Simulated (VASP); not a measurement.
# In3Sb (Fm-3m) in VASP: a series of runs

In3Sb is run at these levels: PBEsol; tasks: relaxation of cell and atoms.

Everything below comes from runs of VASP 6.6.1. Logs are shortened: lines on timing, memory, paths and dates and some standing lists are left out, and cuts for length are marked.

## Step 1: The cell of the first run

Symmetry: Fm-3m, No. 225, cubic system. The conventional cell has a = 7.680 Å, b = 7.680 Å, c = 7.680 Å, α = 90.00°, β = 90.00°, γ = 90.00°. Within 4.4 Å of Sb (site symmetry m-3m) lie 14 In at 3.33 to 3.84 Å. Within 4.4 Å of In (site symmetry m-3m) lie 8 In at 3.33 Å and 6 Sb at 3.84 Å. Within 4.4 Å of In (site symmetry -43m) lie 4 Sb at 3.33 Å and 10 In at 3.33 to 3.84 Å.

## Step 2: Relaxation of cell and atoms, PBEsol

Contents of INCAR:

```
SYSTEM = In3Sb
ALGO = Normal
EDIFF = 1E-7
EDIFFG = -0.03
ENCUT = 500
GGA = PS
GGA_COMPAT = .FALSE.
IBRION = 2
ISIF = 3
ISMEAR = 0
LASPH = .TRUE.
LCHARG = .FALSE.
LREAL = .FALSE.
LWAVE = .FALSE.
NELM = 120
NELMIN = 4
NSW = 60
PREC = Accurate
SIGMA = 0.01
```

Contents of KPOINTS:

```
k-points
0
G
  5 5 5
  0 0 0
```

Contents of POSCAR:

```
In3Sb
1.0
    0.0000000000      3.8400000000      3.8400000000
    3.8400000000      0.0000000000      3.8400000000
    3.8400000000      3.8400000000      0.0000000000
Sb In
1 3
Direct
    0.0000000000      0.0000000000      0.0000000000
    0.5000000000      0.5000000000      0.5000000000
    0.2500000000      0.2500000000      0.2500000000
    0.7500000000      0.7500000000      0.7500000000
```

Potentials or basis: VASP PAW PBE potentials, release 64 (Sb, In_d).

Started as:

```bash
cat potpaw_PBE.64/Sb/POTCAR potpaw_PBE.64/In_d/POTCAR > POTCAR
mpirun -np 1 vasp_std > vasp.out
```

OUTCAR:

```text
SYSTEM = In3Sb
   EDIFF = 1E-7
   EDIFFG = -0.03
   ENCUT = 500
   GGA = PS
   IBRION = 2
   ISIF = 3
   ISMEAR = 0
   LASPH = .TRUE.
   LREAL = .FALSE.
   NELM = 120
   NELMIN = 4
   NSW = 60
   PREC = Accurate

 ion  position               nearest neighbor table
   1  0.000  0.000  0.000-   4 3.33   4 3.33   4 3.33   3 3.33   4 3.33   3 3.33   3 3.33   3 3.33
                             2 3.84   2 3.84   2 3.84   2 3.84   2 3.84   2 3.84
   2  0.500  0.500  0.500-   3 3.33   3 3.33   3 3.33   3 3.33   4 3.33   4 3.33   4 3.33   4 3.33
                             1 3.84   1 3.84   1 3.84   1 3.84   1 3.84   1 3.84
   3  0.250  0.250  0.250-   1 3.33   1 3.33   1 3.33   1 3.33   2 3.33   2 3.33   2 3.33   2 3.33
                             4 3.84   4 3.84   4 3.84   4 3.84   4 3.84   4 3.84
   4  0.750  0.750  0.750-   2 3.33   2 3.33   2 3.33   1 3.33   2 3.33   1 3.33   1 3.33   1 3.33
                             3 3.84   3 3.84   3 3.84   3 3.84   3 3.84   3 3.84

  LATTYP: Found a face centered cubic cell.
 ALAT       =     7.6800000000

  Lattice vectors:

 A1 = (   0.0000000000,   3.8400000000,   3.8400000000)
 A2 = (   3.8400000000,   0.0000000000,   3.8400000000)
 A3 = (   3.8400000000,   3.8400000000,   0.0000000000)

Analysis of symmetry for initial positions (statically):
=====================================================================
 Subroutine PRICEL returns:
 Original cell was already a primitive cell.

 Routine SETGRP: Setting up the symmetry group for a
 face centered cubic supercell.

 Subroutine GETGRP returns: Found 48 space group operations
 (whereof 48 operations were pure point group operations)
 out of a pool of 48 trial point group operations.

The static configuration has the point symmetry O_h .

Analysis of symmetry for dynamics (positions and initial velocities):
=====================================================================
 Subroutine PRICEL returns:
 Original cell was already a primitive cell.

 Routine SETGRP: Setting up the symmetry group for a
 face centered cubic supercell.

 Subroutine GETGRP returns: Found 48 space group operations
 (whereof 48 operations were pure point group operations)
 out of a pool of 48 trial point group operations.

The dynamic configuration has the point symmetry O_h .

 Subroutine INISYM returns: Found 48 space group operations
 (whereof 48 operations are pure point group operations),
 and found     1 'primitive' translations

----------------------------------------------------------------------------------------

                                     Primitive cell

  volume of cell :     113.2462

  direct lattice vectors                    reciprocal lattice vectors
     0.000000000  3.840000000  3.840000000    -0.130208333  0.130208333  0.130208333
     3.840000000  0.000000000  3.840000000     0.130208333 -0.130208333  0.130208333
     3.840000000  3.840000000  0.000000000     0.130208333  0.130208333 -0.130208333

  length of vectors
     5.430580080  5.430580080  5.430580080     0.225527449  0.225527449  0.225527449

  position of ions in fractional coordinates (direct lattice)
     0.000000000  0.000000000  0.000000000
     0.500000000  0.500000000  0.500000000
     0.250000000  0.250000000  0.250000000
     0.750000000  0.750000000  0.750000000

  ion indices of the primitive-cell ions
   primitive index   ion index
                 1           1
                 2           2
                 3           3
                 4           4

----------------------------------------------------------------------------------------

 KPOINTS: k-points

Automatic generation of k-mesh.
 Grid dimensions read from file:
 generate k-points for:    5    5    5

 Generating k-lattice:

  Cartesian coordinates                     Fractional coordinates (reciprocal lattice)
    -0.026041667  0.026041667  0.026041667     0.200000000  0.000000000  0.000000000
     0.026041667 -0.026041667  0.026041667     0.000000000  0.200000000  0.000000000
     0.026041667  0.026041667 -0.026041667     0.000000000  0.000000000  0.200000000

  Length of vectors
     0.045105490  0.045105490  0.045105490

  Shift w.r.t. Gamma in fractional coordinates (k-lattice)
     0.000000000  0.000000000  0.000000000

 Subroutine IBZKPT returns following result:
 ===========================================

 Found     10 irreducible k-points:

 Following reciprocal coordinates:
            Coordinates               Weight
  0.000000  0.000000  0.000000      1.000000
  0.200000  0.000000  0.000000      8.000000
  0.400000  0.000000  0.000000      8.000000
  0.200000  0.200000  0.000000      6.000000
  0.400000  0.200000  0.000000     24.000000
 -0.400000  0.200000  0.000000     24.000000
 -0.200000  0.200000  0.000000     12.000000
  0.400000  0.400000  0.000000      6.000000
 -0.400000  0.400000  0.000000     12.000000
 -0.400000  0.400000  0.200000     24.000000
   k-points           NKPTS =     10   k-points in BZ     NKDIM =     10   number of bands    NBANDS=     26
   number of dos      NEDOS =    301   number of ions     NIONS =      4
   total plane-waves  NPLWV =  64000
   dimension x,y,z NGX =    40 NGY =   40 NGZ =   40
   dimension x,y,z NGXF=    80 NGYF=   80 NGZF=   80
   ions per type =               1   3
   NGX,Y,Z   is equivalent  to a cutoff of  12.25, 12.25, 12.25 a.u.
   NGXF,Y,Z  is equivalent  to a cutoff of  24.49, 24.49, 24.49 a.u.
 SYSTEM =  In3Sb
   PREC   = accura    normal or accurate (medium, high low for compatibility)
   ISTART =      0    job   : 0-new  1-cont  2-samecut
   ICHARG =      2    charge: 1-file 2-atom 10-const
   ISPIN  =      1    spin polarized calculation?
   LNONCOLLINEAR =      F non collinear calculations
   LSORBIT =      F    spin-orbit coupling
   LASPH  =      T    aspherical Exc in radial PAW
   ENCUT  =  500.0 eV  36.75 Ry    6.06 a.u.   9.90  9.90  9.90*2*pi/ulx,y,z
   NELM   =    120;   NELMIN=  4; NELMDL= -5     # of ELM steps
   EDIFF  = 0.1E-06   stopping-criterion for ELM
   LREAL  =      F    real-space projection
   EDIFFG = -.3E-01   stopping-criterion for IOM
   NSW    =     60    number of steps for IOM
   IBRION =      2    ionic relax: 0-MD 1-quasi-New 2-CG
   NFREE  =      1    steps in history (QN), initial steepest desc. (CG)
   ISIF   =      3    stress and relaxation
   ISYM   =      2    0-nonsym 1-usesym 2-fastsym
   POTIM  = 0.5000    time-step for ionic-motion
   TEBEG  =    0.0;   TEEND  =   0.0 temperature during run
   PSTRESS=    0.0 pullay stress
   NELECT =      44.0000    total number of electrons
   NUPDOWN=      -1.0000    fix difference up-down
   EMIN   =  10.00;   EMAX   =-10.00  energy-range for DOS
   EFERMI =   0.00;   METHOD = LEGACY
   ISMEAR =     0;   SIGMA  =   0.01  broadening in eV -4-tet -1-fermi 0-gaus
   EFERMI_NEDOS =   21; number of points for ismear=-14 and -15
   IALGO  =     38    algorithm
   IMIX   =      4    mixing-type and parameters
     AMIX     =   0.40;   BMIX     =  1.00
     AMIX_MAG =   1.60;   BMIX_MAG =  1.00
  volume/ion in A,a.u.               =      28.31       191.06
  Fermi-wavevector in a.u.,A,eV,Ry     =   1.194587  2.257442 19.416036  1.427038
  Thomas-Fermi vector in A             =   2.330574
   LORBIT       =      0    0 simple, 1 ext, 2 COOP (PROOUT), +10 PAW based schemes
   GGA     = PS    functional components
   LHFCALC =     F    Hartree Fock is set to
   AEXX    =    0.0000 exact exchange contribution
   IVDW    =     0    specifies the selected vdW correction
   LEPSILON=     F    determine dielectric tensor
   LRPA    =     F    only Hartree local field effects (RPA)
 conjugate gradient relaxation of ions
 non-spin polarized calculation
 Gauss-broadening in eV      SIGMA  =   0.01
  energy-cutoff  :      500.00
  volume of cell :      113.25
 maximum number of plane-waves:      2891
   NGX = 19   NGY = 19   NGZ = 19

--------------------------------------- Ionic step        1  -------------------------------------------

 number of electron      44.0000012 magnetization

 Free energy of the ion-electron system (eV)
  ---------------------------------------------------
  ext. energy  EPLUGINS =         0.00000000
  ---------------------------------------------------
  free energy    TOTEN  =       -13.42162381 eV

  energy without entropy =      -13.42106486  energy(sigma->0) =      -13.42134433

------------------------ aborting loop because EDIFF is reached ----------------------------------------

  FORCE on cell =-STRESS in cart. coord.  units (eV):
  Direction    XX          YY          ZZ          XY          YZ          ZX
  --------------------------------------------------------------------------------------
  -------------------------------------------------------------------------------------
  Total       -2.5342640     -2.5342640     -2.5342640      0.0000000      0.0000000      0.0000000
  in kB      -35.8540958    -35.8540958    -35.8540958      0.0000000      0.0000000      0.0000000
  external PRESSURE =     -35.8540958 kB  Pullay stress =       0.0000000 kB
[... 61 lines left out ...]
  energy  without entropy=      -13.5354614070  energy(sigma->0) =      -13.53580062

--------------------------------------- Ionic step        3  -------------------------------------------

 number of electron      44.0000009 magnetization

 Free energy of the ion-electron system (eV)
  ---------------------------------------------------
  ext. energy  EPLUGINS =         0.00000000
  ---------------------------------------------------
  free energy    TOTEN  =       -13.53637867 eV

  energy without entropy =      -13.53570025  energy(sigma->0) =      -13.53603946

 E-fermi :   7.9642     XC(G=0): -10.4643

 val. band max:        7.8272896424   @ k =  -0.2000   0.2000   0.0000
 cond. band min:       7.9710353989   @ k =  -0.4000   0.2000   0.0000
 fundamental gap:      0.1437457565
 Fermi energy:         7.9641946954

 k-point     1 :       0.0000    0.0000    0.0000
  band No.  band energies     occupation
      1      -6.8368      2.00000
      2      -6.8368      2.00000
      3      -6.7943      2.00000
      4      -6.7943      2.00000
      5      -6.7943      2.00000
      6      -6.7192      2.00000
[... 310 lines left out ...]
  FREE ENERGIE OF THE ION-ELECTRON SYSTEM (eV)
  ---------------------------------------------------
  free  energy   TOTEN  =       -13.5363786671 eV

  energy  without entropy=      -13.5357002493  energy(sigma->0) =      -13.53603946

 reached required accuracy - stopping structural energy minimisation
```

Run time: 51 s. Hardware: 1 thread of AMD EPYC 9R45 (Zen 5), shared host; peak memory 0.22 GiB.

Results:

* Free energy: -13.5364 eV
* Relaxed volume: 25.91 Å³/atom
* Relaxed cell: a = 5.272 Å, b = 5.272 Å, c = 5.272 Å, α = 60.00°, β = 60.00°, γ = 60.00°
* Space group after relaxing (to 0.1 Å): Fm-3m (No. 225)
* Energy gained by relaxing: 28.7 meV/atom
* Ionic steps: 3
* Pressure after relaxing: 0.0 GPa
* Band gap on the k mesh: zero (bands 22 and 23 overlap by 2.77 eV)

Step by step:
```tsv
step	energy change (eV)	largest force (eV/Å)	pressure (GPa)	volume (Å³)
1	0.0000	0.0000	-3.59	113.25
2	-0.1145	0.0000	0.22	103.18
3	-0.1148	0.0000	-0.03	103.64
```

Final structure:
```yaml
crystal:
  lattice:
    - [0.00000, 3.72815, 3.72815]
    - [3.72815, 0.00000, 3.72815]
    - [3.72815, 3.72815, 0.00000]
  atoms:
    - { symbol: Sb, position: [0.00000, 0.00000, 0.00000] }
    - { symbol: In, position: [0.50000, 0.50000, 0.50000] }
    - { symbol: In, position: [0.25000, 0.25000, 0.25000] }
    - { symbol: In, position: [0.75000, 0.75000, 0.75000] }
```

Caveat: the PAW data sets were made with another functional, which shifts forces and pressure a little; spin-orbit coupling is left out, which moves the levels of the heavy elements.

## Step 3: Relaxation of cell and atoms, PBEsol, target pressure 10 GPa, at which the enthalpy is minimised

Contents of INCAR:

```
PREC = Accurate ; ENCUT = 500
EDIFF = 1E-7 ; ISMEAR = 0
SIGMA = 0.01 ; LREAL = False
LASPH = True ; NELM = 120
ALGO = Normal ; ISIF = 3
LWAVE = False ; LCHARG = False
GGA = PS ; IBRION = 2
NSW = 60 ; EDIFFG = -0.03
PSTRESS = 100.0 ; GGA_COMPAT = False
NELMIN = 4
```

Contents of KPOINTS:

```
regular mesh
0
Gamma
  5 5 5
```

POSCAR is that of step 2.

Potentials or basis: VASP PAW PBE potentials, release 64 (Sb, In_d).

Started as:

```bash
cat potpaw_PBE.64/Sb/POTCAR potpaw_PBE.64/In_d/POTCAR > POTCAR
mpirun -np 1 vasp_std > vasp.out
```

OUTCAR:

```text
PREC = Accurate
   ENCUT = 500
   EDIFF = 1E-7
   ISMEAR = 0
   LREAL = False
   LASPH = True
   NELM = 120
   ISIF = 3
   GGA = PS
   IBRION = 2
   NSW = 60
   EDIFFG = -0.03
   PSTRESS = 100.0
   NELMIN = 4

 ion  position               nearest neighbor table
   1  0.000  0.000  0.000-   4 3.33   4 3.33   4 3.33   3 3.33   4 3.33   3 3.33   3 3.33   3 3.33
                             2 3.84   2 3.84   2 3.84   2 3.84   2 3.84   2 3.84
   2  0.500  0.500  0.500-   3 3.33   3 3.33   3 3.33   3 3.33   4 3.33   4 3.33   4 3.33   4 3.33
                             1 3.84   1 3.84   1 3.84   1 3.84   1 3.84   1 3.84
   3  0.250  0.250  0.250-   1 3.33   1 3.33   1 3.33   1 3.33   2 3.33   2 3.33   2 3.33   2 3.33
                             4 3.84   4 3.84   4 3.84   4 3.84   4 3.84   4 3.84
   4  0.750  0.750  0.750-   2 3.33   2 3.33   2 3.33   1 3.33   2 3.33   1 3.33   1 3.33   1 3.33
                             3 3.84   3 3.84   3 3.84   3 3.84   3 3.84   3 3.84

  LATTYP: Found a face centered cubic cell.
 ALAT       =     7.6800000000

  Lattice vectors:

 A1 = (   0.0000000000,   3.8400000000,   3.8400000000)
 A2 = (   3.8400000000,   0.0000000000,   3.8400000000)
 A3 = (   3.8400000000,   3.8400000000,   0.0000000000)

Analysis of symmetry for initial positions (statically):
=====================================================================
 Subroutine PRICEL returns:
 Original cell was already a primitive cell.

 Routine SETGRP: Setting up the symmetry group for a
 face centered cubic supercell.

 Subroutine GETGRP returns: Found 48 space group operations
[... 161 lines left out ...]
  --------------------------------------------------------------------------------------
  -------------------------------------------------------------------------------------
  Total       -2.5342640     -2.5342640     -2.5342640      0.0000000      0.0000000      0.0000000
  in kB      -35.8540958    -35.8540958    -35.8540958      0.0000000      0.0000000      0.0000000
  external PRESSURE =    -135.8540958 kB  Pullay stress =     100.0000000 kB
[... 27 lines left out ...]
--------------------------------------- Ionic step        2  -------------------------------------------

 number of electron      44.0000003 magnetization

 E-fermi :  11.5952     XC(G=0): -11.8444

 val. band max:       11.4084404349   @ k =  -0.2000   0.2000   0.0000
 cond. band min:      11.5966722410   @ k =  -0.4000   0.2000   0.0000
 fundamental gap:      0.1882318061
 Fermi energy:        11.5951842876

 k-point     1 :       0.0000    0.0000    0.0000
  band No.  band energies     occupation
      1      -3.5811      2.00000
      2      -3.5811      2.00000
      3      -3.4246      2.00000
      4      -3.4246      2.00000
      5      -3.4246      2.00000
      6      -3.3700      2.00000
[... 358 lines left out ...]
--------------------------------------- Ionic step        4  -------------------------------------------

 number of electron      44.0000006 magnetization

 Free energy of the ion-electron system (eV)
  ---------------------------------------------------
  ext. energy  EPLUGINS =         0.00000000
  ---------------------------------------------------
  free energy    TOTEN  =       -13.17244716 eV

  energy without entropy =      -13.17176875  energy(sigma->0) =      -13.17210796

 E-fermi :   9.6019     XC(G=0): -11.1220

 val. band max:        9.4418485533   @ k =  -0.2000   0.2000   0.0000
 cond. band min:       9.6087034454   @ k =  -0.4000   0.2000   0.0000
 fundamental gap:      0.1668548922
 Fermi energy:         9.6018627419

 k-point     1 :       0.0000    0.0000    0.0000
  band No.  band energies     occupation
      1      -5.3129      2.00000
      2      -5.3129      2.00000
      3      -5.2266      2.00000
      4      -5.2266      2.00000
      5      -5.2266      2.00000
      6      -5.1559      2.00000
[... 314 lines left out ...]
  energy  without entropy=      -13.1717687467  energy(sigma->0) =      -13.17210796

  enthalpy is  TOTEN    =        -7.5338892496 eV   P V=        5.6385579149

 reached required accuracy - stopping structural energy minimisation
```

It took 76 s on 1 thread of AMD EPYC 9R45 (Zen 5), shared host; peak memory 0.22 GiB.

What came out:

```
Free energy                                                : -13.1724 eV
Relaxed volume                                             : 22.58 Å³/atom
Relaxed cell                                               : a = 5.037 Å, b = 5.037 Å, c = 5.037 Å, α = 60.00°, β = 60.00°, γ = 60.00°
Space group after relaxing (to 0.1 Å)                      : Fm-3m (No. 225)
Energy change on relaxing (the run minimises the enthalpy) : +62.3 meV/atom
Ionic steps                                                : 4
Pressure after relaxing                                    : 10.1 GPa
Band gap on the k mesh                                     : zero (bands 22 and 23 overlap by 3.67 eV)
```

Step by step:
```csv
step,energy change (eV),largest force (eV/Å),pressure (GPa),volume (Å³)
1,0.0000,0.0000,-3.59,113.25
2,1.6385,0.0000,29.00,78.28
3,0.2235,0.0000,9.64,90.76
4,0.2492,0.0000,10.10,90.34
```

Final structure:
```yaml
crystal:
  lattice:
    - [0.00000, 3.56136, 3.56136]
    - [3.56136, 0.00000, 3.56136]
    - [3.56136, 3.56136, 0.00000]
  atoms:
    - { symbol: Sb, position: [0.00000, 0.00000, 0.00000] }
    - { symbol: In, position: [0.50000, 0.50000, 0.50000] }
    - { symbol: In, position: [0.25000, 0.25000, 0.25000] }
    - { symbol: In, position: [0.75000, 0.75000, 0.75000] }
```

Levels at points of the mesh, in eV from the Fermi level:
```
           k point  band 18  band 19  band 20  band 21  band 22  band 23  band 24  band 25  band 26
(0.00, 0.00, 0.00)    -2.12    -1.99    -1.99    -1.99    -0.58    -0.58    -0.58     0.70     0.70
```

Caveat: the cell is relaxed towards a set pressure, so the run minimises the enthalpy, not the energy; the volume moved by over 15 % at a fixed basis, so the end points are rough; the PAW data sets were made with another functional, which shifts forces and pressure a little; spin-orbit coupling is left out, which moves the levels of the heavy elements.

(Continued in part 2 of 2.)
